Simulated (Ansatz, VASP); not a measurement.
Two plane-wave programs on AlSe4

The input INCAR:

```
PREC = Accurate
ENCUT = 520
EDIFF = 1E-6
ISMEAR = 0
SIGMA = 0.1
LREAL = False
LASPH = True
NELM = 100
ALGO = Normal
ISIF = 2
LWAVE = False
LCHARG = False
GGA = PE
IVDW = 12
NBANDS = 22
```

The input KPOINTS:

```
Automatic mesh
0
Gamma
  10 10 6
```

POSCAR

```
AlSe4
1.0
    3.9895937438      0.0000000000      0.0000000000
    0.0000000000      3.9895937438      0.0000000000
    0.0000000000      0.0000000000      7.1726364632
Al Se
1 4
Direct
    0.5000000000      0.5000000000      0.0000000000
    0.0000000000      0.5000000000      0.7500407324
    0.5000000000      0.0000000000      0.7500407324
    0.0000000000      0.5000000000      0.2499592676
    0.5000000000      0.0000000000      0.2499592676
```

Input for Ansatz:

```yaml
crystal:
  lattice:
    - [3.9895937438, 0.0, 0.0]
    - [0.0, 3.9895937438, 0.0]
    - [0.0, 0.0, 7.1726364632]
  atoms:
    - { symbol: Al, position: [0.5, 0.5, 0.0] }
    - { symbol: Se, position: [0.0, 0.5, 0.7500407324] }
    - { symbol: Se, position: [0.5, 0.0, 0.7500407324] }
    - { symbol: Se, position: [0.0, 0.5, 0.2499592676] }
    - { symbol: Se, position: [0.5, 0.0, 0.2499592676] }
basis:
  ecutwfc: 420
kpoints:
  mp_grid: { grid: [10, 10, 6] }
  band_path:
    path:
      - [[0.0, 0.0, 0.0], [0.0, 0.5, 0.0], [0.5, 0.5, 0.0], [0.0, 0.0, 0.0], [0.0, 0.0, 0.5], [0.0, 0.5, 0.5], [0.5, 0.5, 0.5], [0.0, 0.0, 0.5]]
      - [[0.0, 0.5, 0.0], [0.0, 0.5, 0.5]]
      - [[0.5, 0.5, 0.0], [0.5, 0.5, 0.5]]
    npoints: 14
hamiltonian:
  xc: pbe
  dispersion: d3bj
scf:
  occupations: { method: gaussian, width: 0.1 }
  n_extra_bands: 12
output:
  forces: true
  stress: true
  eigenvalues: true
  populations: true
  dos: { projected: true, de: 0.02, nscf_kmesh: { grid: [12, 12, 8] } }
  bader: true
  write_density: true
  write_potential: true
  elf: true
  volumetric_format: npy
```

Alike in both runs: task single point; functional PBE; dispersion D3(BJ); k mesh 10 × 10 × 6; occupations gaussian, width 0.1 eV; no spin polarisation.

|  | VASP | Ansatz |
| --- | --- | --- |
| version | VASP 6.6.1 | Ansatz 0.2.0 |
| potentials or method | VASP PAW PBE potentials, release 64 (Al, Se), cutoff 520 eV | scalar-relativistic, plane waves, PAW |
| valence electrons in the cell | 27 | 67 |

```tsv
	VASP	Ansatz	Ansatz less VASP
gap on the k mesh at the Fermi level (eV)	none	none	-
pressure (GPa)	0.1	0.0	-0.06
```

A gap of «none» marks a metal or a gap that the smearing closes. VASP's potentials hold 27 valence electrons a cell and Ansatz's 67, so a difference there can come from the potentials and not from the codes.
